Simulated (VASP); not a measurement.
A run of VASP 6.6.1 is set up as follows.

Contents of INCAR:

```
  ALGO = Fast
  EDIFF = 1E-7
  ENCUT = 520
  GGA = PS
  ISIF = 2
  ISMEAR = 0
  LASPH = True
  LCHARG = True
  LELF = True
  LREAL = False
  LVHAR = True
  LWAVE = False
  NBANDS = 26
  NELM = 80
  PREC = Accurate
  SIGMA = 0.15
```

The input KPOINTS:

```
k-points
0
Gamma
  12 10 10
```

The input POSCAR:

```
Al2Cu
1.0
    4.0841721965      0.0000000000      0.0000000000
    0.0000000000      4.0841721965      2.8463947513
    0.0000000000     -4.0841721965      2.8463947513
Al Cu
4 2
Direct
    0.5000000000      0.7255152341      0.7744847659
    0.5000000000      0.2744847659      0.2255152341
    0.0000000000      0.5000000000      0.0000000000
    0.0000000000      0.0000000000      0.5000000000
    0.0000000000      0.0000000000      1.0000000000
    0.0000000000      0.5000000000      0.5000000000
```

Potentials or basis: VASP PAW PBE potentials, release 64 (Al, Cu).

Run with:

```bash
$ cat potpaw_PBE.64/Al/POTCAR potpaw_PBE.64/Cu/POTCAR > POTCAR
$ mpirun -np 1 vasp_std > vasp.out
```

Q: Estimate the pressure.

A: 0.4 GPa.

Q: What does it give for the largest force?

A: 0.127 eV/Å.

Q: What does it give for the band gap on the k mesh?

A: Zero (bands 17 and 18 overlap by 3.07 eV).

Forces in eV/Å, atoms in the order of the input:
```
Al   0.000  0.127  0.000
Al   0.000 -0.127  0.000
Al   0.000  0.000  0.000
Al   0.000  0.000  0.000
Cu   0.000  0.000  0.000
Cu   0.000  0.000  0.000
```

Caveat: the cell differs from its parent crystal (atoms displaced along a vibrational mode); the PAW data sets were made with another functional, which shifts forces and pressure a little.
